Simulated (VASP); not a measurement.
Input of a VASP 6.6.1 run:

Contents of INCAR:

```
SYSTEM = Rh
PREC = Accurate ; ENCUT = 520
EDIFF = 1E-6 ; ISMEAR = -1
SIGMA = 0.1 ; LREAL = .FALSE.
LASPH = .TRUE. ; NELM = 60
ALGO = Normal ; ISIF = 2
LWAVE = .FALSE. ; LCHARG = .FALSE.
GGA = PS ; NBANDS = 14
```

The input KPOINTS:

```
Automatic mesh
0
G
  13 13 13
  0 0 0
```

Contents of POSCAR:

```
Rh
1.0
    2.5007978423      0.0000000000      0.0000000000
    0.0000000000      2.5007978423      0.0000000000
    0.0000000000      0.0000000000      2.5007978423
Rh
1
Direct
    0.0000000000      0.0000000000      0.0000000000
```

Potentials or basis: VASP PAW PBE potentials, release 64 (Rh_pv).

Command:

```console
$ cat potpaw_PBE.64/Rh_pv/POTCAR > POTCAR
$ mpirun -np 1 vasp_std > vasp.out
```

Question: What does it give for the pressure?

Answer: 0.0 GPa.

Caveat: the PAW data sets were made with another functional, which shifts forces and pressure a little.
